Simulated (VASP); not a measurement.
# Mg: single point with LDA

The system is Mg.

```
Mg
1.0
    -1.86015    1.86015    1.70150
     1.86015   -1.86015    1.70150
     1.86015    1.86015   -1.70150
Mg
1
Direct
  0.00000 0.00000 0.00000
```

| Quantity | Value |
| --- | --- |
| Program | VASP 6.6.1 |
| Task | single point |
| Functional | LDA |
| Potentials or basis | VASP PAW LDA potentials, release 64 (Mg) |
| Cutoff | 520 eV |
| k mesh | 11 × 11 × 11 |
| Occupations | fermi-dirac, width 0.05 eV |
| Spin | no spin polarisation |
| Dipole correction | no |
| Further INCAR settings | ALGO = Normal; EDIFF = 1e-06; NBANDS = 7 |

```yaml
Pressure: -3.1 GPa
Band_gap_on_the_k_mesh: zero (bands 1 and 2 overlap by 4.35 eV)
```

Stress tensor (GPa, compression positive):
```
-2.97  0.00  0.00
 0.00 -2.97  0.00
 0.00  0.00 -3.22
```

Levels at points of the mesh, in eV from the Fermi level:
```
           k point  band 1  band 2  band 3  band 4  band 5
(0.00, 0.00, 0.00)   -6.83   11.66   13.44   13.44   13.74
```

It took 23 s on 1 thread of AMD EPYC 7R13, on a shared host, peak memory 0.11 GiB.

Caveat: the cell stands under tension.
